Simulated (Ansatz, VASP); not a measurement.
Two plane-wave programs on InAs

```
In As
1.0
     0.00000    3.02900    3.08958
     3.02900    0.00000    3.08958
     3.02900    3.02900    0.00000
In As
1 1
Direct
  0.00000 0.00000 0.00000
  0.25000 0.25000 0.25000
```

Change from the starting cell: z stretched by +2 %, ions relaxed.

Alike in both runs: functional PBE; k mesh 13 × 13 × 13; occupations fermi-dirac, width 0.05 eV; no spin polarisation.

Ansatz relaxed the structure, and its values are those at the end. VASP's run is a single point on that final structure, the one shown.

```csv
,VASP,Ansatz
version,VASP 6.6.1,Ansatz 0.2.0
potentials or method,"VASP PAW PBE potentials, release 64 (In_d, As)","plane-wave PAW, scalar-relativistic"
plane-wave cutoff (eV),520,420
valence electrons in the cell,18,28
```

|  | VASP | Ansatz | Ansatz less VASP |
| --- | --- | --- | --- |
| pressure (GPa) | 2.4 | 2.3 | -0.06 |

VASP's potentials hold 18 valence electrons a cell and Ansatz's 28, so a difference there can come from the potentials and not from the codes. Ansatz's warnings: stress scf threshold loose.
